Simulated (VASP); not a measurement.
**Ta: single point with PBEsol**

The system is Ta.

```
Ta
1.0
     2.65037    0.00000    0.00000
    -1.32519    2.29529    0.00000
     0.00000    0.00000    2.50930
Ta
1
Cartesian
  0.0000 0.0000 0.0000
```

| Quantity | Value |
| --- | --- |
| Program | VASP 6.6.1 |
| Task | single point |
| Functional | PBEsol |
| Potentials or basis | VASP PAW PBE potentials, release 64 (Ta_pv) |
| Cutoff | 520 eV |
| k mesh | 17 × 17 × 15 |
| Occupations | fermi-dirac, width 0.08 eV |
| Spin | no spin polarisation |

```yaml
Pressure: 59.0 GPa
```

Stress tensor (GPa, compression positive):
```
58.96  0.00  0.00
 0.00 58.96  0.00
 0.00  0.00 59.13
```

Levels at points of the mesh, in eV from the Fermi level:
```csv
k point,band 1,band 2,band 3,band 4,band 5,band 6,band 7,band 8,band 9,band 10
"(0.00, 0.00, 0.00)",-32.96,-32.93,-32.93,-8.97,-4.27,0.20,0.20,8.05,8.05,13.33
```

Run time: 16 s on 1 thread of Intel(R) Xeon(R) 6975P-C (Granite Rapids), on a shared host, peak memory 0.16 GiB.

Caveat: the PAW data sets were made with another functional, which shifts forces and pressure a little; spin-orbit coupling is left out, which moves the levels of the heavy elements.
